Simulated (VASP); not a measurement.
# NbTe2Mo3 (P-6m2) in VASP: further runs

The runs below take NbTe2Mo3 through single point, with PBE.

Program: VASP 6.6.1. These are calculated values, not measurements. Logs are shortened: lines on timing, memory, paths and dates and some standing lists are left out, and cuts for length are marked.

## 1. The cell of the first run

The structure is hexagonal, space group P-6m2 (No. 187). Conventional cell: a = 3.212 Å, b = 3.212 Å, c = 12.710 Å, α = 90.00°, β = 90.00°, γ = 120.00°. Within 3.8 Å of Nb (site symmetry -6m2) lie 6 Te at 2.89 Å and 6 Nb at 3.21 Å. Within 3.8 Å of Te (site symmetry 3m) lie 3 Nb at 2.89 Å and 3 Mo at 2.90 Å and 6 Te at 3.21 Å. Within 3.5 Å of Mo (site symmetry 3m) lie 9 Mo at 2.66 to 3.21 Å and 3 Te at 2.90 Å. Within 3.5 Å of Mo (site symmetry -6m2) lie 12 Mo at 2.66 to 3.21 Å.

## 2. Single point, PBE

INCAR

```
SYSTEM = NbTe2Mo3
ALGO     = Normal         ! electronic algorithm
EDIFF    = 1E-6           ! SCF threshold, eV
ENCUT    = 500            ! plane-wave cutoff, eV
GGA      = PE             ! functional
GGA_COMPAT= .FALSE.      
ISIF     = 2              ! what is computed and relaxed
ISMEAR   = 0              ! smearing method
LASPH    = .TRUE.         ! aspherical terms in the spheres
LCHARG   = .FALSE.        ! write CHGCAR
LREAL    = .FALSE.        ! projectors in reciprocal space
LWAVE    = .FALSE.        ! write WAVECAR
NBANDS   = 42             ! bands
NELM     = 120            ! most SCF steps
PREC     = Accurate       ! precision mode
SIGMA    = 0.2            ! smearing width, eV
```

KPOINTS

```
k-points
0
G
  6 6 1
  0 0 0
```

POSCAR

```
NbTe2Mo3
1.0
    3.2117205182      0.0000000000      0.0000000000
   -1.6058602591      2.7814315586      0.0000000000
    0.0000000000      0.0000000000     12.7103291398
Nb Te Mo
1 2 3
Direct
    0.0000000000      0.0000000000      0.0000000000
    0.3333333333      0.6666666667      0.8256177125
    0.3333333333      0.6666666667      0.1743822875
    0.6666666667      0.3333333333      0.6502571819
    0.0000000000      0.0000000000      0.5000000000
    0.6666666667      0.3333333333      0.3497428181
```

Potentials or basis: VASP PAW PBE potentials, release 64 (Nb_sv, Te, Mo_sv).

Command:

```
> cat potpaw_PBE.64/Nb_sv/POTCAR potpaw_PBE.64/Te/POTCAR potpaw_PBE.64/Mo_sv/POTCAR > POTCAR
> mpirun -np 1 vasp_std > vasp.out
```

OUTCAR:

```text
SYSTEM = NbTe2Mo3
   EDIFF = 1E-6
   ENCUT = 500
   GGA = PE
   ISIF = 2
   ISMEAR = 0
   LASPH = .TRUE.
   LREAL = .FALSE.
   NELM = 120
   PREC = Accurate

 ion  position               nearest neighbor table
   1  0.000  0.000  0.000-   2 2.89   3 2.89   2 2.89   3 2.89   2 2.89   3 2.89
   2  0.333  0.667  0.826-   1 2.89   1 2.89   1 2.89   4 2.90   4 2.90   4 2.90
   3  0.333  0.667  0.174-   1 2.89   1 2.89   1 2.89   6 2.90   6 2.90   6 2.90
   4  0.667  0.333  0.650-   5 2.66   5 2.66   5 2.66   2 2.90   2 2.90   2 2.90
   5  0.000  0.000  0.500-   4 2.66   6 2.66   4 2.66   6 2.66   4 2.66   6 2.66
   6  0.667  0.333  0.350-   5 2.66   5 2.66   5 2.66   3 2.90   3 2.90   3 2.90

  LATTYP: Found a hexagonal cell.
 ALAT       =     3.2117205182
 C/A-ratio  =     3.9574829341

  Lattice vectors:

 A1 = (   3.2117205182,   0.0000000000,   0.0000000000)
 A2 = (  -1.6058602591,   2.7814315586,   0.0000000000)
 A3 = (   0.0000000000,   0.0000000000,  12.7103291398)

Analysis of symmetry for initial positions (statically):
=====================================================================
 Subroutine PRICEL returns:
 Original cell was already a primitive cell.

 Routine SETGRP: Setting up the symmetry group for a
 hexagonal supercell.

 Subroutine GETGRP returns: Found 12 space group operations
 (whereof 12 operations were pure point group operations)
 out of a pool of 24 trial point group operations.

The static configuration has the point symmetry D_3h.

Analysis of symmetry for dynamics (positions and initial velocities):
=====================================================================
 Subroutine PRICEL returns:
 Original cell was already a primitive cell.

 Routine SETGRP: Setting up the symmetry group for a
 hexagonal supercell.

 Subroutine GETGRP returns: Found 12 space group operations
 (whereof 12 operations were pure point group operations)
 out of a pool of 24 trial point group operations.

The dynamic configuration has the point symmetry D_3h.

 Subroutine INISYM returns: Found 12 space group operations
 (whereof 12 operations are pure point group operations),
 and found     1 'primitive' translations

----------------------------------------------------------------------------------------

                                     Primitive cell

  volume of cell :     113.5437

  direct lattice vectors                    reciprocal lattice vectors
     3.211720518  0.000000000  0.000000000     0.311359595  0.179763546  0.000000000
    -1.605860259  2.781431559  0.000000000     0.000000000  0.359527092  0.000000000
     0.000000000  0.000000000 12.710329140     0.000000000  0.000000000  0.078676169
[... 80 lines left out ...]
   ISIF   =      2    stress and relaxation
   ISYM   =      2    0-nonsym 1-usesym 2-fastsym
   POTIM  = 0.5000    time-step for ionic-motion
   TEBEG  =    0.0;   TEEND  =   0.0 temperature during run
   PSTRESS=    0.0 pullay stress
   NELECT =      67.0000    total number of electrons
   NUPDOWN=      -1.0000    fix difference up-down
   EMIN   =  10.00;   EMAX   =-10.00  energy-range for DOS
   EFERMI =   0.00;   METHOD = LEGACY
   ISMEAR =     0;   SIGMA  =   0.20  broadening in eV -4-tet -1-fermi 0-gaus
   EFERMI_NEDOS =   21; number of points for ismear=-14 and -15
   IALGO  =     38    algorithm
   IMIX   =      4    mixing-type and parameters
     AMIX     =   0.40;   BMIX     =  1.00
     AMIX_MAG =   1.60;   BMIX_MAG =  1.00
  volume/ion in A,a.u.               =      18.92       127.71
  Fermi-wavevector in a.u.,A,eV,Ry     =   1.373131  2.594842 25.653650  1.885490
  Thomas-Fermi vector in A             =   2.498676
   LORBIT       =      0    0 simple, 1 ext, 2 COOP (PROOUT), +10 PAW based schemes
   GGA     = PE    functional components
   LHFCALC =     F    Hartree Fock is set to
   AEXX    =    0.0000 exact exchange contribution
   IVDW    =     0    specifies the selected vdW correction
   LEPSILON=     F    determine dielectric tensor
   LRPA    =     F    only Hartree local field effects (RPA)
 non-spin polarized calculation
 Gauss-broadening in eV      SIGMA  =   0.20
  energy-cutoff  :      500.00
  volume of cell :      113.54
 maximum number of plane-waves:      2892
 NGX is ok and might be reduce to    24
   NGX = 11   NGY = 11   NGZ = 47

 number of electron      66.9999996 magnetization

 Free energy of the ion-electron system (eV)
  ---------------------------------------------------
  ext. energy  EPLUGINS =         0.00000000
  ---------------------------------------------------
  free energy    TOTEN  =       -46.76370529 eV

  energy without entropy =      -46.62519446  energy(sigma->0) =      -46.69444988

 E-fermi :  11.5265     XC(G=0): -12.1539

 val. band max:       11.5109463036   @ k =   0.3333   0.1667   0.0000
 cond. band min:      11.5544977034   @ k =   0.3333   0.3333   0.0000
 fundamental gap:      0.0435513998
 Fermi energy:        11.5265063724

 k-point     1 :       0.0000    0.0000    0.0000
  band No.  band energies     occupation
      1     -49.5313      2.00000
      2     -49.3597      2.00000
      3     -49.2180      2.00000
      4     -43.4527      2.00000
      5     -24.0212      2.00000
      6     -23.5260      2.00000
[... 304 lines left out ...]
     41      14.0794      0.00000
     42      14.3265      0.00000

------------------------ aborting loop because EDIFF is reached ----------------------------------------

  FORCE on cell =-STRESS in cart. coord.  units (eV):
  Direction    XX          YY          ZZ          XY          YZ          ZX
  --------------------------------------------------------------------------------------
  -------------------------------------------------------------------------------------
  Total        0.1210820      0.1210820      0.2659366      0.0000000      0.0000000      0.0000000
  in kB        1.7085487      1.7085487      3.7525435      0.0000000      0.0000000      0.0000000
  external PRESSURE =       2.3898803 kB  Pullay stress =       0.0000000 kB

 VOLUME and BASIS-vectors are now :
 -----------------------------------------------------------------------------
  energy-cutoff  :      500.00
  volume of cell :      113.54
      direct lattice vectors                 reciprocal lattice vectors
     3.211720518  0.000000000  0.000000000     0.311359595  0.179763546  0.000000000
    -1.605860259  2.781431559  0.000000000     0.000000000  0.359527092  0.000000000
     0.000000000  0.000000000 12.710329140     0.000000000  0.000000000  0.078676169

 POSITION                                       TOTAL-FORCE (eV/Angst)
 -----------------------------------------------------------------------------------
      0.00000      0.00000      0.00000        -0.000000     -0.000000      0.000000
     -0.00000      1.85429     10.49387        -0.000000      0.000000     -0.020433
     -0.00000      1.85429      2.21646        -0.000000      0.000000      0.020433
      1.60586      0.92714      8.26498         0.000000     -0.000000      0.003452
      0.00000      0.00000      6.35516        -0.000000     -0.000000      0.000000
      1.60586      0.92714      4.44535         0.000000     -0.000000     -0.003452
 -----------------------------------------------------------------------------------
    total drift:                               -0.000001      0.000000      0.000000

  FREE ENERGIE OF THE ION-ELECTRON SYSTEM (eV)
  ---------------------------------------------------
  free  energy   TOTEN  =       -46.7637052924 eV

  energy  without entropy=      -46.6251944609  energy(sigma->0) =      -46.69444988
```

stdout:

```text
POSCAR found type information on POSCAR NbTeMo
 POSCAR found :  3 types and       6 ions
 scaLAPACK will be used
 LDA part: xc-table for (Slater+PW92), standard interpolation
 POSCAR, INCAR and KPOINTS ok, starting setup
 FFT: planning ... GRIDC
 FFT: planning ... GRID_SOFT
 FFT: planning ... GRID
 WAVECAR not read
 entering main loop
```

It took 32 s on 1 thread of AMD EPYC 9R45 (Zen 5), shared host; peak memory 0.2 GiB.

Results:

| Quantity | Value |
| --- | --- |
| Free energy | -46.7637 eV |
| Pressure | 0.2 GPa |
| Largest force | 0.020 eV/Å |
| Band gap on the k mesh | zero (an odd number of electrons rules out a gap without spin polarisation) |

Forces on the atoms (eV/Å):
```
Nb   0.000  0.000  0.000
Te   0.000  0.000 -0.020
Te   0.000  0.000  0.020
Mo   0.000  0.000  0.003
Mo   0.000  0.000  0.000
Mo   0.000  0.000 -0.003
```

Caveat: the k points lie up to 0.49 Å⁻¹ apart, too coarse for converged energies and pressures of a metal; spin-orbit coupling is left out, which moves the levels of the heavy elements.

## 3. Single point, PBE

This run uses another cell than the first one, of 25.79 Å³/atom.

INCAR

```
SYSTEM = NbTe2Mo3
ALGO = Normal
EDIFF = 1E-6
ENCUT = 500
GGA = PE
GGA_COMPAT = .FALSE.
ISIF = 2
ISMEAR = 0
LASPH = .TRUE.
LCHARG = .TRUE.
LELF = .TRUE.
LREAL = .FALSE.
LVHAR = .TRUE.
LWAVE = .FALSE.
NBANDS = 42
NELM = 120
PREC = Accurate
SIGMA = 0.2
```

KPOINTS

```
k-points
0
G
  4 4 2
  0 0 0
```

POSCAR

```
NbTe2Mo3
1.0
    4.4277692830      0.0000000000      0.0000000000
   -2.2138846415      3.8345606812      0.0000000000
    0.0000000000      0.0000000000      9.1147751676
Nb Te Mo
1 2 3
Direct
    0.3333333333      0.6666666667      0.0000000000
    0.3333333333      0.6666666667      0.3019161667
    0.3333333333      0.6666666667      0.6980838333
    0.6666666667      0.3333333333      0.0000000000
    0.6666666667      0.3333333333      0.6206935986
    0.6666666667      0.3333333333      0.3793064014
```

Potentials or basis: VASP PAW PBE potentials, release 64 (Nb_sv, Te, Mo_sv).

Command:

```
> cat potpaw_PBE.64/Nb_sv/POTCAR potpaw_PBE.64/Te/POTCAR potpaw_PBE.64/Mo_sv/POTCAR > POTCAR
> mpirun -np 1 vasp_std > vasp.out
```

OUTCAR:

```text
SYSTEM = NbTe2Mo3
   EDIFF = 1E-6
   ENCUT = 500
   GGA = PE
   ISIF = 2
   ISMEAR = 0
   LASPH = .TRUE.
   LREAL = .FALSE.
   NELM = 120
   PREC = Accurate

 ion  position               nearest neighbor table
   1  0.333  0.667  0.000-   4 2.56   4 2.56   4 2.56   2 2.75   3 2.75
   2  0.333  0.667  0.302-   6 2.65   6 2.65   6 2.65   1 2.75   3 3.61
   3  0.333  0.667  0.698-   5 2.65   5 2.65   5 2.65   1 2.75   2 3.61
   4  0.667  0.333  0.000-   1 2.56   1 2.56   1 2.56   6 3.46   5 3.46
   5  0.667  0.333  0.621-   6 2.20   3 2.65   3 2.65   3 2.65   4 3.46
   6  0.667  0.333  0.379-   5 2.20   2 2.65   2 2.65   2 2.65   4 3.46

  LATTYP: Found a hexagonal cell.
 ALAT       =     4.4277692830
 C/A-ratio  =     2.0585479019

  Lattice vectors:

 A1 = (   4.4277692830,   0.0000000000,   0.0000000000)
 A2 = (  -2.2138846415,   3.8345606812,   0.0000000000)
 A3 = (   0.0000000000,   0.0000000000,   9.1147751676)

Analysis of symmetry for initial positions (statically):
=====================================================================
 Subroutine PRICEL returns:
 Original cell was already a primitive cell.

 Routine SETGRP: Setting up the symmetry group for a
 hexagonal supercell.

 Subroutine GETGRP returns: Found 12 space group operations
 (whereof 12 operations were pure point group operations)
 out of a pool of 24 trial point group operations.

The static configuration has the point symmetry D_3h.

Analysis of symmetry for dynamics (positions and initial velocities):
=====================================================================
 Subroutine PRICEL returns:
 Original cell was already a primitive cell.

 Routine SETGRP: Setting up the symmetry group for a
 hexagonal supercell.

 Subroutine GETGRP returns: Found 12 space group operations
 (whereof 12 operations were pure point group operations)
 out of a pool of 24 trial point group operations.
[... 111 lines left out ...]
     AMIX     =   0.40;   BMIX     =  1.00
     AMIX_MAG =   1.60;   BMIX_MAG =  1.00
  volume/ion in A,a.u.               =      25.79       174.06
  Fermi-wavevector in a.u.,A,eV,Ry     =   1.238466  2.340362 20.868604  1.533799
  Thomas-Fermi vector in A             =   2.372991
   LORBIT       =      0    0 simple, 1 ext, 2 COOP (PROOUT), +10 PAW based schemes
   GGA     = PE    functional components
   LHFCALC =     F    Hartree Fock is set to
   AEXX    =    0.0000 exact exchange contribution
   IVDW    =     0    specifies the selected vdW correction
   LEPSILON=     F    determine dielectric tensor
   LRPA    =     F    only Hartree local field effects (RPA)
 non-spin polarized calculation
 Gauss-broadening in eV      SIGMA  =   0.20
  energy-cutoff  :      500.00
  volume of cell :      154.76
 maximum number of plane-waves:      3952
   NGX = 17   NGY = 17   NGZ = 33

 number of electron      66.9999998 magnetization

 Free energy of the ion-electron system (eV)
  ---------------------------------------------------
  ext. energy  EPLUGINS =         0.00000000
  ---------------------------------------------------
  free energy    TOTEN  =       -43.61711302 eV

  energy without entropy =      -43.50856887  energy(sigma->0) =      -43.56284094

 E-fermi :   7.3045     XC(G=0): -10.2170

 val. band max:        7.2951186063   @ k =   0.2500   0.2500   0.0000
 cond. band min:       7.4230568840   @ k =   0.5000   0.0000   0.5000
 fundamental gap:      0.1279382777
 Fermi energy:         7.3045279891

 k-point     1 :       0.0000    0.0000    0.0000
  band No.  band energies     occupation
      1     -53.7823      2.00000
      2     -53.2778      2.00000
      3     -52.9376      2.00000
      4     -46.9912      2.00000
      5     -28.9066      2.00000
      6     -27.8920      2.00000
[... 349 lines left out ...]
     41       9.9658      0.00000
     42      10.4288      0.00000

------------------------ aborting loop because EDIFF is reached ----------------------------------------

  FORCE on cell =-STRESS in cart. coord.  units (eV):
  Direction    XX          YY          ZZ          XY          YZ          ZX
  --------------------------------------------------------------------------------------
  -------------------------------------------------------------------------------------
  Total       -0.0143277     -0.0143277      0.5140624      0.0000000     -0.0000000      0.0000000
  in kB       -0.1483339     -0.1483339      5.3220614      0.0000000     -0.0000000      0.0000000
  external PRESSURE =       1.6751312 kB  Pullay stress =       0.0000000 kB

 VOLUME and BASIS-vectors are now :
 -----------------------------------------------------------------------------
  energy-cutoff  :      500.00
  volume of cell :      154.76
      direct lattice vectors                 reciprocal lattice vectors
     4.427769283  0.000000000  0.000000000     0.225847359  0.130393034  0.000000000
    -2.213884641  3.834560681  0.000000000     0.000000000  0.260786067  0.000000000
     0.000000000  0.000000000  9.114775168     0.000000000  0.000000000  0.109711977

 POSITION                                       TOTAL-FORCE (eV/Angst)
 -----------------------------------------------------------------------------------
     -0.00000      2.55637      0.00000         0.000000     -0.000000      0.000000
     -0.00000      2.55637      2.75190        -0.000000      0.000000     -0.018794
     -0.00000      2.55637      6.36288        -0.000000      0.000000      0.018794
      2.21388      1.27819      0.00000         0.000000      0.000000      0.000000
      2.21388      1.27819      5.65748        -0.000000      0.000000      0.270385
      2.21388      1.27819      3.45729        -0.000000      0.000000     -0.270385
 -----------------------------------------------------------------------------------
    total drift:                               -0.000001      0.000001      0.000000

  FREE ENERGIE OF THE ION-ELECTRON SYSTEM (eV)
  ---------------------------------------------------
  free  energy   TOTEN  =       -43.6171130165 eV

  energy  without entropy=      -43.5085688667  energy(sigma->0) =      -43.56284094
```

OSZICAR:

```text
N       E                     dE             d eps       ncg     rms          rms(c)
DAV:   1     0.701696869177E+03    0.70170E+03   -0.36972E+04   736   0.145E+03
DAV:   2    -0.164420376699E+01   -0.70334E+03   -0.68372E+03   798   0.477E+02
DAV:   3    -0.422842990812E+02   -0.40640E+02   -0.39247E+02  1040   0.975E+01
DAV:   4    -0.446827397777E+02   -0.23984E+01   -0.23685E+01  1088   0.203E+01
DAV:   5    -0.447488150931E+02   -0.66075E-01   -0.65814E-01   990   0.284E+00    0.195E+01
DAV:   6    -0.444779700276E+02    0.27085E+00   -0.89296E+00   880   0.103E+01    0.100E+01
DAV:   7    -0.448730643720E+02   -0.39509E+00   -0.15240E+01   846   0.115E+01    0.967E+00
DAV:   8    -0.440507494217E+02    0.82231E+00   -0.73437E+00   932   0.956E+00    0.565E+00
DAV:   9    -0.436315921804E+02    0.41916E+00   -0.19253E+00   968   0.535E+00    0.155E+00
DAV:  10    -0.436166026419E+02    0.14990E-01   -0.14557E-01   872   0.150E+00    0.517E-01
DAV:  11    -0.436169784510E+02   -0.37581E-03   -0.11335E-02   968   0.604E-01    0.268E-01
DAV:  12    -0.436170830264E+02   -0.10458E-03   -0.16131E-03   990   0.171E-01    0.921E-02
DAV:  13    -0.436171037104E+02   -0.20684E-04   -0.27293E-04   872   0.843E-02    0.385E-02
DAV:  14    -0.436171097824E+02   -0.60720E-05   -0.29473E-05  1004   0.295E-02    0.127E-02
DAV:  15    -0.436171129290E+02   -0.31467E-05   -0.82451E-06   832   0.154E-02    0.354E-03
DAV:  16    -0.436171130165E+02   -0.87419E-07   -0.83252E-07   576   0.508E-03
   1 F= -.43617113E+02 E0= -.43562841E+02  d E =-.108544E+00
```

stdout:

```text
POSCAR found type information on POSCAR NbTeMo
 POSCAR found :  3 types and       6 ions
 scaLAPACK will be used
 LDA part: xc-table for (Slater+PW92), standard interpolation
 POSCAR, INCAR and KPOINTS ok, starting setup
 FFT: planning ... GRIDC
 FFT: planning ... GRID_SOFT
 FFT: planning ... GRID
 WAVECAR not read
 entering main loop
```

Wall time 42 s (1 thread of AMD EPYC 9R45 (Zen 5), shared host); peak memory 0.24 GiB.

What came out:

```yaml
Free_energy: -43.6171 eV
Pressure: 0.2 GPa
Largest_force: 0.270 eV/Å
Band_gap_on_the_k_mesh: zero (an odd number of electrons rules out a gap without spin polarisation)
```

Forces in eV/Å, atoms in the order of the input:
```
Nb   0.000  0.000  0.000
Te   0.000  0.000 -0.019
Te   0.000  0.000  0.019
Mo   0.000  0.000  0.000
Mo   0.000  0.000  0.270
Mo   0.000  0.000 -0.270
```

Stress tensor (GPa, compression positive):
```
-0.01  0.00  0.00
 0.00 -0.01  0.00
 0.00  0.00  0.53
```

Caveat: the k points lie up to 0.41 Å⁻¹ apart, too coarse for converged energies and pressures of a metal; spin-orbit coupling is left out, which moves the levels of the heavy elements.
